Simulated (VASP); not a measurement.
# Re (P6_3/mmc) in VASP: notebook

Re is run at these levels: PBEsol; tasks: single point.

Everything below comes from runs of VASP 6.6.1. Logs are shortened: lines on timing, memory, paths and dates and some standing lists are left out, and cuts for length are marked.

**1. The cell of the first run**

Symmetry: P6_3/mmc, No. 194, hexagonal system. The conventional cell has a = 2.613 Å, b = 2.613 Å, c = 4.443 Å, α = 90.00°, β = 90.00°, γ = 120.00°. Within 3.4 Å of Re (site symmetry -6m2) lie 12 Re at 2.61 to 2.69 Å.

**2. Single point, PBEsol**

File INCAR:

```
  PREC = Accurate
  ENCUT = 520
  EDIFF = 1E-6
  ISMEAR = 0
  SIGMA = 0.15
  LREAL = False
  LASPH = True
  NELM = 60
  ALGO = Normal
  ISIF = 2
  LWAVE = False
  LCHARG = False
  GGA = PS
  NBANDS = 14
```

File KPOINTS:

```
Automatic mesh
0
Gamma
  18 18 10
```

File POSCAR:

```
Re
1.0
    2.6128000000      0.0000000000      0.0000000000
   -1.3064000000      2.2627511750      0.0000000000
    0.0000000000      0.0000000000      4.4432902328
Re
2
Direct
    0.3333333333      0.6666666667      0.2500000000
    0.6666666667      0.3333333333      0.7500000000
```

Potentials or basis: VASP PAW PBE potentials, release 64 (Re).

On the command line:

```
> cat potpaw_PBE.64/Re/POTCAR > POTCAR
> mpirun -np 1 vasp_std > vasp.out
```

OUTCAR:

```text
PREC = Accurate
   ENCUT = 520
   EDIFF = 1E-6
   ISMEAR = 0
   LREAL = False
   LASPH = True
   NELM = 60
   ISIF = 2
   GGA = PS

 ion  position               nearest neighbor table
   1  0.333  0.667  0.250-   2 2.69   2 2.69   2 2.69   2 2.69   2 2.69   2 2.69
   2  0.667  0.333  0.750-   1 2.69   1 2.69   1 2.69   1 2.69   1 2.69   1 2.69

  LATTYP: Found a hexagonal cell.
 ALAT       =     2.6128000000
 C/A-ratio  =     1.7005856678

  Lattice vectors:

 A1 = (   2.6128000000,   0.0000000000,   0.0000000000)
 A2 = (  -1.3064000000,   2.2627511750,   0.0000000000)
 A3 = (   0.0000000000,   0.0000000000,   4.4432902328)

Analysis of symmetry for initial positions (statically):
=====================================================================
 Subroutine PRICEL returns:
 Original cell was already a primitive cell.

 Routine SETGRP: Setting up the symmetry group for a
 hexagonal supercell.

 Subroutine GETGRP returns: Found 24 space group operations
 (whereof 12 operations were pure point group operations)
 out of a pool of 24 trial point group operations.

The static configuration has the point symmetry D_3d.
 The point group associated with its full space group is D_6h.

Analysis of symmetry for dynamics (positions and initial velocities):
=====================================================================
 Subroutine PRICEL returns:
 Original cell was already a primitive cell.

 Routine SETGRP: Setting up the symmetry group for a
 hexagonal supercell.

 Subroutine GETGRP returns: Found 24 space group operations
 (whereof 12 operations were pure point group operations)
 out of a pool of 24 trial point group operations.

The dynamic configuration has the point symmetry D_3d.
 The point group associated with its full space group is D_6h.

 Subroutine INISYM returns: Found 24 space group operations
 (whereof 12 operations are pure point group operations),
 and found     1 'primitive' translations

----------------------------------------------------------------------------------------

                                     Primitive cell

  volume of cell :      26.2692

  direct lattice vectors                    reciprocal lattice vectors
     2.612800000  0.000000000  0.000000000     0.382731170  0.220969944  0.000000000
    -1.306400000  2.262751175  0.000000000     0.000000000  0.441939888  0.000000000
     0.000000000  0.000000000  4.443290233     0.000000000  0.000000000  0.225058447

  length of vectors
     2.612800000  2.612800000  4.443290233     0.441939888  0.441939888  0.225058447

  position of ions in fractional coordinates (direct lattice)
     0.333333333  0.666666667  0.250000000
     0.666666667  0.333333333  0.750000000

  ion indices of the primitive-cell ions
   primitive index   ion index
                 1           1
                 2           2

----------------------------------------------------------------------------------------

 KPOINTS: Automatic mesh

Automatic generation of k-mesh.
 Grid dimensions read from file:
 generate k-points for:   18   18   10

 Generating k-lattice:

  Cartesian coordinates                     Fractional coordinates (reciprocal lattice)
     0.021262843  0.012276108  0.000000000     0.055555556  0.000000000  0.000000000
     0.000000000  0.024552216  0.000000000     0.000000000  0.055555556  0.000000000
     0.000000000  0.000000000  0.022505845     0.000000000  0.000000000  0.100000000

  Length of vectors
     0.024552216  0.024552216  0.022505845

  Shift w.r.t. Gamma in fractional coordinates (k-lattice)
     0.000000000  0.000000000  0.000000000

 Subroutine IBZKPT returns following result:
 ===========================================

 Found    222 irreducible k-points:

 Following reciprocal coordinates:
            Coordinates               Weight
  0.000000  0.000000  0.000000      1.000000
  0.055556  0.000000  0.000000      6.000000
  0.111111  0.000000  0.000000      6.000000
  0.166667  0.000000  0.000000      6.000000
  0.222222  0.000000  0.000000      6.000000
  0.277778  0.000000  0.000000      6.000000
[... 16 lines left out ...]
  0.333333  0.111111  0.000000     12.000000
  0.388889  0.111111  0.000000     12.000000
 [... further k-points ...]
   k-points           NKPTS =    222   k-points in BZ     NKDIM =    222   number of bands    NBANDS=     14
   number of dos      NEDOS =    301   number of ions     NIONS =      2
   total plane-waves  NPLWV =  14400
   dimension x,y,z NGX =    20 NGY =   20 NGZ =   36
   dimension x,y,z NGXF=    40 NGYF=   40 NGZF=   72
   ions per type =               2
   NGX,Y,Z   is equivalent  to a cutoff of  12.73, 12.73, 13.47 a.u.
   NGXF,Y,Z  is equivalent  to a cutoff of  25.45, 25.45, 26.94 a.u.
 SYSTEM =  unknown system
   PREC   = accura    normal or accurate (medium, high low for compatibility)
   ISTART =      0    job   : 0-new  1-cont  2-samecut
   ICHARG =      2    charge: 1-file 2-atom 10-const
   ISPIN  =      1    spin polarized calculation?
   LNONCOLLINEAR =      F non collinear calculations
   LSORBIT =      F    spin-orbit coupling
   LASPH  =      T    aspherical Exc in radial PAW
   ENCUT  =  520.0 eV  38.22 Ry    6.18 a.u.   4.86  4.86  8.26*2*pi/ulx,y,z
   NELM   =     60;   NELMIN=  2; NELMDL= -5     # of ELM steps
   EDIFF  = 0.1E-05   stopping-criterion for ELM
   LREAL  =      F    real-space projection
   EDIFFG = 0.1E-04   stopping-criterion for IOM
   NSW    =      0    number of steps for IOM
   IBRION =     -1    ionic relax: 0-MD 1-quasi-New 2-CG
   NFREE  =      0    steps in history (QN), initial steepest desc. (CG)
   ISIF   =      2    stress and relaxation
   ISYM   =      2    0-nonsym 1-usesym 2-fastsym
   POTIM  = 0.5000    time-step for ionic-motion
   TEBEG  =    0.0;   TEEND  =   0.0 temperature during run
   PSTRESS=    0.0 pullay stress
   NELECT =      14.0000    total number of electrons
   NUPDOWN=      -1.0000    fix difference up-down
   EMIN   =  10.00;   EMAX   =-10.00  energy-range for DOS
   EFERMI =   0.00;   METHOD = LEGACY
   ISMEAR =     0;   SIGMA  =   0.15  broadening in eV -4-tet -1-fermi 0-gaus
   EFERMI_NEDOS =   21; number of points for ismear=-14 and -15
   IALGO  =     38    algorithm
   IMIX   =      4    mixing-type and parameters
     AMIX     =   0.40;   BMIX     =  1.00
     AMIX_MAG =   1.60;   BMIX_MAG =  1.00
  volume/ion in A,a.u.               =      13.13        88.64
  Fermi-wavevector in a.u.,A,eV,Ry     =   1.327298  2.508229 23.969639  1.761719
  Thomas-Fermi vector in A             =   2.456620
   LORBIT       =      0    0 simple, 1 ext, 2 COOP (PROOUT), +10 PAW based schemes
   GGA     = PS    functional components
   LHFCALC =     F    Hartree Fock is set to
   AEXX    =    0.0000 exact exchange contribution
   IVDW    =     0    specifies the selected vdW correction
   LEPSILON=     F    determine dielectric tensor
   LRPA    =     F    only Hartree local field effects (RPA)
 non-spin polarized calculation
 Gauss-broadening in eV      SIGMA  =   0.15
  energy-cutoff  :      520.00
  volume of cell :       26.27
 maximum number of plane-waves:       726
 NGX is ok and might be reduce to    20
   NGX =  9   NGY =  9   NGZ = 17

 number of electron      14.0000001 magnetization

 Free energy of the ion-electron system (eV)
  ---------------------------------------------------
  ext. energy  EPLUGINS =         0.00000000
  ---------------------------------------------------
  free energy    TOTEN  =       -26.22409537 eV

  energy without entropy =      -26.20834637  energy(sigma->0) =      -26.21622087

 E-fermi :   9.2804     XC(G=0): -14.4462

 val. band max:        9.2605169173   @ k =   0.1667   0.0556   0.3000
 cond. band min:       9.3110657993   @ k =   0.1667   0.0000   0.1000
 fundamental gap:      0.0505488820
 Fermi energy:         9.2803629083

 k-point     1 :       0.0000    0.0000    0.0000
  band No.  band energies     occupation
      1      -1.4898      2.00000
      2       1.6142      2.00000
      3       6.5774      2.00000
      4       7.3743      2.00000
      5       7.3743      2.00000
      6       8.2100      2.00000
      7       8.2100      2.00000
      8       9.4923      0.04566
      9       9.9380      0.00000
     10       9.9380      0.00000
     11      13.1731      0.00000
     12      13.1731      0.00000
     13      20.1756      0.00000
     14      23.8094      0.00000

 k-point     2 :       0.0556    0.0000    0.0000
  band No.  band energies     occupation
      1      -1.3377      2.00000
      2       1.7672      2.00000
      3       6.5178      2.00000
      4       7.3780      2.00000
      5       7.5184      2.00000
      6       8.0863      2.00000
      7       8.3491      2.00000
      8       8.9998      1.99184
      9       9.7738      0.00000
     10       9.8124      0.00000
     11      13.2481      0.00000
     12      13.7742      0.00000
     13      20.1704      0.00000
     14      24.1679      0.00000

 k-point     3 :       0.1111    0.0000    0.0000
  band No.  band energies     occupation
      1      -0.8983      2.00000
      2       2.1945      2.00000
      3       6.2592      2.00000
      4       7.4617      2.00000
      5       7.8433      2.00000
      6       7.9296      2.00000
      7       7.9460      2.00000
      8       8.7607      2.00000
      9       9.4444      0.12207
     10       9.4864      0.05204
     11      13.4274      0.00000
     12      15.0366      0.00000
     13      20.1096      0.00000
     14      25.1658      0.00000
[... 324 lines left out ...]
 k-point    23 :       0.3333    0.1111    0.0000
  band No.  band energies     occupation
      1       2.8312      2.00000
      2       3.0934      2.00000
      3       3.4219      2.00000
      4       6.3999      2.00000
      5       6.8560      2.00000
      6       7.7505      2.00000
      7       7.8548      2.00000
      8      11.6186      0.00000
      9      13.3513      0.00000
     10      13.5676      0.00000
     11      15.0757      0.00000
     12      19.7827      0.00000
     13      21.2793      0.00000
     14      22.3944      0.00000

 k-point    24 :       0.3889    0.1111    0.0000
  band No.  band energies     occupation
      1       2.7731      2.00000
      2       3.0667      2.00000
      3       3.1015      2.00000
      4       6.8931      2.00000
      5       6.9827      2.00000
      6       7.3601      2.00000
      7       8.1951      2.00000
      8      12.8754      0.00000
      9      13.5563      0.00000
     10      13.8829      0.00000
     11      16.2816      0.00000
     12      19.4094      0.00000
     13      20.7330      0.00000
     14      22.0565      0.00000

 [... further k-points ...]

------------------------ aborting loop because EDIFF is reached ----------------------------------------

  FORCE on cell =-STRESS in cart. coord.  units (eV):
  Direction    XX          YY          ZZ          XY          YZ          ZX
  --------------------------------------------------------------------------------------
  -------------------------------------------------------------------------------------
  Total       10.7134185     10.7134185      4.6802789     -0.0000000      0.0000000      0.0000000
  in kB      653.4178622    653.4178621    285.4530384     -0.0000000      0.0000000      0.0000000
  external PRESSURE =     530.7629209 kB  Pullay stress =       0.0000000 kB

 VOLUME and BASIS-vectors are now :
 -----------------------------------------------------------------------------
  energy-cutoff  :      520.00
  volume of cell :       26.27
      direct lattice vectors                 reciprocal lattice vectors
     2.612800000  0.000000000  0.000000000     0.382731170  0.220969944  0.000000000
    -1.306400000  2.262751175  0.000000000     0.000000000  0.441939888  0.000000000
     0.000000000  0.000000000  4.443290233     0.000000000  0.000000000  0.225058447

 POSITION                                       TOTAL-FORCE (eV/Angst)
 -----------------------------------------------------------------------------------
     -0.00000      1.50850      1.11082         0.000000     -0.000000      0.000000
      1.30640      0.75425      3.33247        -0.000000      0.000000      0.000000
 -----------------------------------------------------------------------------------
    total drift:                                0.000000     -0.000000     -0.000000

  FREE ENERGIE OF THE ION-ELECTRON SYSTEM (eV)
  ---------------------------------------------------
  free  energy   TOTEN  =       -26.2240953697 eV

  energy  without entropy=      -26.2083463744  energy(sigma->0) =      -26.21622087
```

Run time: 62 s. Hardware: 1 thread of AMD EPYC 7R13 (Zen 3), shared host; peak memory 0.16 GiB.

Results:

```
Free energy            : -26.2241 eV
Pressure               : 53.1 GPa
Band gap on the k mesh : zero (bands 7 and 8 overlap by 3.75 eV)
```

Caveat: the stress differs along the axes, from 29 to 65 GPa; the PAW data sets were made with another functional, which shifts forces and pressure a little; spin-orbit coupling is left out, which moves the levels of the heavy elements.

**3. Single point, PBEsol**

This run uses another cell than the first one, of 13.24 Å³/atom.

File INCAR:

```
  PREC = Accurate
  ENCUT = 520
  EDIFF = 1E-6
  ISMEAR = 0
  SIGMA = 0.15
  LREAL = F
  LASPH = T
  NELM = 60
  ALGO = Normal
  ISIF = 2
  LWAVE = F
  LCHARG = F
  GGA = PS
  NBANDS = 14
```

KPOINTS is that of step 2.

File POSCAR:

```
Re
1.0
    2.7961000000      0.0000000000      0.0000000000
   -1.3980500000      2.4214936315      0.0000000000
    0.0000000000      0.0000000000      3.9101000000
Re
2
Direct
    0.3333333333      0.6666666667      0.2500000000
    0.6666666667      0.3333333333      0.7500000000
```

Potentials or basis: VASP PAW PBE potentials, release 64 (Re).

On the command line:

```
> cat potpaw_PBE.64/Re/POTCAR > POTCAR
> mpirun -np 1 vasp_std > vasp.out
```

Wall time 70 s (1 thread of AMD EPYC 7R13 (Zen 3), shared host); peak memory 0.17 GiB.

It converged, with:

- Free energy: -25.7783 eV
- Pressure: 55.2 GPa
- Band gap on the k mesh: zero (bands 7 and 8 overlap by 3.60 eV)

Stress tensor (GPa, compression positive):
```
 32.58   0.00   0.00
  0.00  32.58   0.00
  0.00   0.00 100.32
```

Levels at points of the mesh, in eV from the Fermi level:
| k point | band 4 | band 5 | band 6 | band 7 | band 8 | band 9 | band 10 | band 11 |
| --- | --- | --- | --- | --- | --- | --- | --- | --- |
| (0.00, 0.00, 0.00) | -2.43 | -1.41 | -1.41 | -0.89 | -0.89 | -0.04 | 2.73 | 3.65 |
| (0.50, 0.00, 0.00) | -3.67 | -2.48 | -0.29 | 0.41 | 3.05 | 4.28 | 6.06 | 6.24 |
| (0.00, 0.00, 0.50) | -3.08 | -3.08 | -3.08 | -1.80 | -1.80 | 3.23 | 3.23 | 3.23 |
| (0.50, 0.00, 0.50) | -4.18 | -0.44 | -0.44 | 0.99 | 0.99 | 3.84 | 3.84 | 5.05 |

Caveat: the stress differs along the axes, from 33 to 100 GPa; the PAW data sets were made with another functional, which shifts forces and pressure a little; spin-orbit coupling is left out, which moves the levels of the heavy elements.

**4. Single point, PBEsol**

This run uses another cell than the first one, of 13.39 Å³/atom.

File INCAR:

```
SYSTEM = Re
  PREC = Accurate
  ENCUT = 520
  EDIFF = 1E-7
  ISMEAR = 0
  SIGMA = 0.15
  LREAL = .False.
  LASPH = .True.
  NELM = 80
  ALGO = Fast
  ISIF = 2
  LWAVE = .False.
  LCHARG = .False.
  GGA = PS
  NBANDS = 14
```

File KPOINTS:

```
regular mesh
0
Gamma
  18 18 10
  0 0 0
```

File POSCAR:

```
Re
1.0
    2.7502953086      0.0000000000      0.0000000000
   -1.3751476543      2.3818256051      0.0000000000
    0.0000000000      0.0000000000      4.0878000000
Re
2
Direct
    0.3333333333      0.6666666667      0.2500000000
    0.6666666667      0.3333333333      0.7500000000
```

On the command line:

```
> cat potpaw_PBE.64/Re/POTCAR > POTCAR
> mpirun -np 1 vasp_std > vasp.out
```

Wall time 70 s (1 thread of AMD EPYC 7R13 (Zen 3), shared host); peak memory 0.16 GiB.

The run converged. Its results:

```yaml
Free_energy: -26.2542 eV
Pressure: 43.4 GPa
Band_gap_on_the_k_mesh: zero (bands 7 and 8 overlap by 3.88 eV)
```

Stress tensor (GPa, compression positive):
```
28.63  0.00  0.00
 0.00 28.63  0.00
 0.00  0.00 72.97
```

Levels at points of the mesh, in eV from the Fermi level:
```csv
k point,band 5,band 6,band 7,band 8,band 9,band 10
"(0.00, 0.00, 0.00)",-0.78,-0.78,-0.69,-0.65,-0.65,1.97
"(0.50, 0.00, 0.00)",-2.08,-0.72,0.05,3.76,4.69,5.69
"(0.00, 0.00, 0.50)",-2.46,-2.46,-2.07,-2.07,3.10,3.10
"(0.50, 0.00, 0.50)",0.03,0.03,1.13,1.13,4.33,4.33
```

Caveat: the stress differs along the axes, from 29 to 73 GPa; the PAW data sets were made with another functional, which shifts forces and pressure a little; spin-orbit coupling is left out, which moves the levels of the heavy elements.

**5. The runs side by side**

| cell | gap on the mesh (eV) | pressure (GPa) |
| --- | --- | --- |
| a = 2.613, b = 2.613, c = 4.443 Å, angles 90.0, 90.0, 120.0°, 2 atoms | none | 53.1 |
| a = 2.796, b = 2.796, c = 3.910 Å, angles 90.0, 90.0, 120.0°, 2 atoms | none | 55.2 |
| a = 2.750, b = 2.750, c = 4.088 Å, angles 90.0, 90.0, 120.0°, 2 atoms | none | 43.4 |

Alike in all rows: task single point; level PBEsol; potentials or basis VASP PAW PBE potentials, release 64 (Re); no spin polarisation; k mesh 18 × 18 × 10; cutoff (eV) 520; smearing gaussian 0.15 eV.

Caveats: the PAW data sets were made with another functional, which shifts forces and pressure a little; spin-orbit coupling is left out, which moves the levels of the heavy elements; the stress differs along the axes, from 29 to 65 GPa (at least some runs); the stress differs along the axes, from 33 to 100 GPa (at least some runs); the stress differs along the axes, from 29 to 73 GPa (at least some runs).

Absolute energies hang on the potentials; compare differences alone.

The gap in the log of VASP goes by the Fermi energy; the results here count the filled bands.